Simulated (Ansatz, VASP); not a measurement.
**Al2Pt in VASP and in Ansatz**

INCAR

```
SYSTEM = Al2Pt
  PREC = Accurate
  ENCUT = 520
  EDIFF = 1E-6
  ISMEAR = -1
  SIGMA = 0.05
  LREAL = .FALSE.
  LASPH = .TRUE.
  NELM = 60
  ALGO = Normal
  ISIF = 2
  LWAVE = .FALSE.
  LCHARG = .TRUE.
  GGA = PE
  LELF = .TRUE.
  LVHAR = .TRUE.
  NBANDS = 15
```

Contents of KPOINTS:

```
Automatic mesh
0
G
  10 10 10
  0 0 0
```

The input POSCAR:

```
Al2Pt
1.0
    0.0000000000      2.9550000000      2.9550000000
    2.9550000000      0.0000000000      2.9550000000
    2.9550000000      2.9550000000      0.0000000000
Al Pt
2 1
Direct
    0.2500000000      0.2500000000      0.2500000000
    0.7500000000      0.7500000000      0.7500000000
    0.0000000000      0.0000000000      0.0000000000
```

Input for Ansatz:

```yaml
crystal:
  lattice:
    - [0.0, 2.955, 2.955]
    - [2.955, 0.0, 2.955]
    - [2.955, 2.955, 0.0]
  atoms:
    - { symbol: Al, position: [0.25, 0.25, 0.25] }
    - { symbol: Al, position: [0.75, 0.75, 0.75] }
    - { symbol: Pt, position: [0.0, 0.0, 0.0] }
kpoints:
  mp_grid: { grid: [10, 10, 10] }
  band_path:
    path:
      - [0.0, 0.0, 0.0]
      - [0.5, 0.0, 0.5]
      - [0.625, 0.25, 0.625]
      - [0.375, 0.375, 0.75]
      - [0.0, 0.0, 0.0]
      - [0.5, 0.5, 0.5]
      - [0.5, 0.25, 0.75]
      - [0.5, 0.0, 0.5]
    npoints: 8
scf:
  occupations: { method: fermi_dirac, width: 0.05 }
hamiltonian:
  xc: pbe
  pseudopotentials: { kind: all_electron, lapw: { basis_error: 0.001 } }
output:
  forces: true
  stress: true
  eigenvalues: true
  fatbands: true
  populations: true
  dos: { projected: true, de: 0.2, e_range: [-14, 8] }
```

Alike in both runs: task single point; functional PBE; k mesh 10 × 10 × 10; occupations fermi-dirac, width 0.05 eV; no spin polarisation.

```csv
,VASP,Ansatz
version,VASP 6.6.1,Ansatz 0.2.0
potentials or method,"VASP PAW PBE potentials, release 64 (Al, Pt), cutoff 520 eV","all-electron LAPW, scalar-relativistic"
```

```csv
,VASP,Ansatz,Ansatz less VASP
pressure (GPa),2.3,2.5,+0.16
```

Ansatz ran all-electron here, and VASP with PAW potentials.

Neither program's run includes spin-orbit coupling.
